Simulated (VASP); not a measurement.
Crystal: La.

```xyz
2
Lattice="0.0000 3.6965 3.6965 3.6965 0.0000 3.6965 3.6965 3.6965 0.0000" Properties=species:S:1:pos:R:3 pbc="T T T"
La    0.9241    0.9241    0.9241
La    6.4689    6.4689    6.4689
```

This isn't the form of La at room conditions, which is double hcp.

| Quantity | Value |
| --- | --- |
| Program | VASP 6.6.1 |
| Task | relaxation of cell and atoms |
| Functional | PBE |
| Potentials or basis | VASP PAW PBE potentials, release 64 (La) |
| Cutoff | 600 eV |
| k mesh | 8 × 8 × 8 |
| Occupations | fermi-dirac, width 0.1 eV |
| Spin | no spin polarisation |

At the start: pressure -4.1 GPa; volume 50.51 Å³/atom.

Problem. How do energy, volume and symmetry change on relaxing?

Solution. Over 10 steps the energy falls by 268.1 meV/atom and the volume is 37.35 Å³/atom (-26.1 %); space group Fd-3m (No. 227, to 0.1 Å) before and after.

Step by step:
```csv
step,energy change (eV),largest force (eV/Å),pressure (GPa),volume (Å³)
1,0.0000,0.0000,-4.10,101.02
2,-0.4381,0.0000,-3.15,83.28
3,-0.5361,0.0000,-0.04,74.77
4,-0.5359,0.0000,0.10,74.29
5,-0.5361,0.0000,0.05,74.57
6,-0.5361,0.0000,0.04,74.60
7,-0.5361,0.0000,0.85,74.65
8,-0.5361,0.0000,-0.05,74.75
9,-0.5361,0.0000,-0.05,74.75
10,-0.5361,0.0000,-0.04,74.70
```

Final structure:
```cif
data_structure
_symmetry_space_group_name_H-M 'P 1'
_symmetry_Int_Tables_number 1
_cell_length_a 4.7272
_cell_length_b 4.7272
_cell_length_c 4.7272
_cell_angle_alpha 60.000
_cell_angle_beta 60.000
_cell_angle_gamma 60.000
_cell_volume 74.70
loop_
_atom_site_label
_atom_site_type_symbol
_atom_site_fract_x
_atom_site_fract_y
_atom_site_fract_z
_atom_site_occupancy
La1 La 0.12500 0.12500 0.12500 1
La2 La 0.87500 0.87500 0.87500 1
```

Caveat: the volume moved by over 15 % at a fixed basis, so the end points are rough.
